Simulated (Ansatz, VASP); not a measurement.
## Two plane-wave programs on AlN

```
CELL_PARAMETERS angstrom
0.00000 2.20126 2.20126
2.20126 0.00000 2.20126
2.20126 2.20126 0.00000
ATOMIC_POSITIONS crystal
Al 0.00000 0.00000 0.00000
N 0.25000 0.25000 0.25000
```

Alike in both runs: functional PBE; k mesh 10 × 10 × 10; occupations gaussian, width 0.02 eV; no spin polarisation.

Ansatz relaxed the structure, and its values are those at the end. VASP's run is a single point on that final structure, the one shown.

```csv
,VASP,Ansatz
version,VASP 6.6.1,Ansatz 0.2.0
potentials or method,"VASP PAW PBE potentials, release 64 (Al, N), cutoff 600 eV","scalar-relativistic, plane waves, PAW"
valence electrons in the cell,8,8
```

|  | VASP | Ansatz | Ansatz less VASP |
| --- | --- | --- | --- |
| gap on the k mesh at the Fermi level (eV) | 3.31 | 3.31 | +0.006 |
| least direct gap on the mesh (eV) | 3.99 | 3.98 | -0.008 |
| pressure (GPa) | -0.3 | 0.0 | +0.32 |

With one functional, cell and mesh, what is left measures potentials, basis and numerics.
